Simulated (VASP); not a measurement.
**SnO: single point with LDA**

The system is SnO.

```xyz
4
Lattice="3.3033 0.0000 0.0000 0.0000 5.6943 0.0000 0.0000 0.0000 3.6719" Properties=species:S:1:pos:R:3 pbc="T T T"
Sn    0.0000    1.3420    1.9676
Sn    1.6516    4.3524    0.1317
O     0.0000    5.0218    2.6222
O     1.6516    0.6725    0.7863
```

| Quantity | Value |
| --- | --- |
| Program | VASP 6.6.1 |
| Task | single point |
| Functional | LDA |
| Potentials or basis | VASP PAW LDA potentials, release 64 (Sn_d, O) |
| Cutoff | 520 eV |
| k mesh | 5 × 3 × 4 |
| Occupations | gaussian, width 0.01 eV |
| Spin | no spin polarisation |

```
Pressure               : 0.4 GPa
Largest force          : 0.114 eV/Å
Band gap on the k mesh : 1.47 eV, indirect (least direct gap 2.24 eV)
```

Forces on the atoms (eV/Å):
```
Sn   0.000  0.109  0.034
Sn   0.000 -0.109  0.034
O    0.000  0.003 -0.034
O    0.000 -0.003 -0.034
```

Stress tensor (GPa, compression positive):
```
0.44 0.00 0.00
0.00 0.51 0.00
0.00 0.00 0.24
```

Levels at points of the mesh, in eV from the valence-band top:
```tsv
k point	band 17	band 18	band 19	band 20	band 21	band 22	band 23	band 24
(0.00, 0.00, 0.00)	-4.08	-2.91	-2.43	0.00	3.19	3.65	6.49	6.61
(0.00, 0.00, 0.50)	-3.49	-3.49	-1.48	-1.48	2.29	2.29	5.71	5.71
```

Run time: 24 s on 1 thread of AMD EPYC 9R45 96-Core Processor (Zen 5), with other jobs on the host, peak memory 0.14 GiB.

Caveat: the k points lie up to 0.43 Å⁻¹ apart; spin-orbit coupling is left out, which moves the levels of the heavy elements. A k mesh can miss the band edges.
